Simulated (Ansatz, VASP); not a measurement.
AlCu: VASP beside Ansatz

```
Al Cu
1.0
     2.93146    0.00000    0.00000
     0.00000    2.93146    0.00000
     0.00000    0.00000    2.93146
Al Cu
1 1
Direct
  0.98704 0.00000 0.00000
  0.50550 0.50000 0.50000
```

Change from the starting cell: mode 4 frozen in at -0.038 Å, equal normal strain along x, y and z -0.0083.

Alike in both runs: task single point; functional PBEsol; k mesh 16 × 16 × 16; occupations gaussian, width 0.15 eV; no spin polarisation.

|  | VASP | Ansatz |
| --- | --- | --- |
| version | VASP 6.6.1 | Ansatz 0.2.0 |
| potentials or method | VASP PAW PBE potentials, release 64 (Al, Cu), cutoff 520 eV | scalar-relativistic, plane waves, PAW |
| valence electrons in the cell | 14 | 22 |

```csv
,VASP,Ansatz,Ansatz less VASP
gap on the k mesh at the Fermi level (eV),none,none,-
pressure (GPa),3.5,3.6,+0.11
"traceless stress, the component that is largest in VASP (GPa)",-0.10,-0.10,+0.004
rms of the force components (eV/Å),0.156,0.155,-0.0010
```

VASP's potentials were made for PBE, not for PBEsol, and Ansatz warns of the same on its side. Atom by atom the forces differ by 0.001 eV/Å (rms over components). A gap of «none» marks a metal or a gap that the smearing closes. The functional is the same, so the differences come from potentials, cutoffs and numerics. VASP's potentials hold 14 valence electrons a cell and Ansatz's 22, so a difference there can come from the potentials and not from the codes.
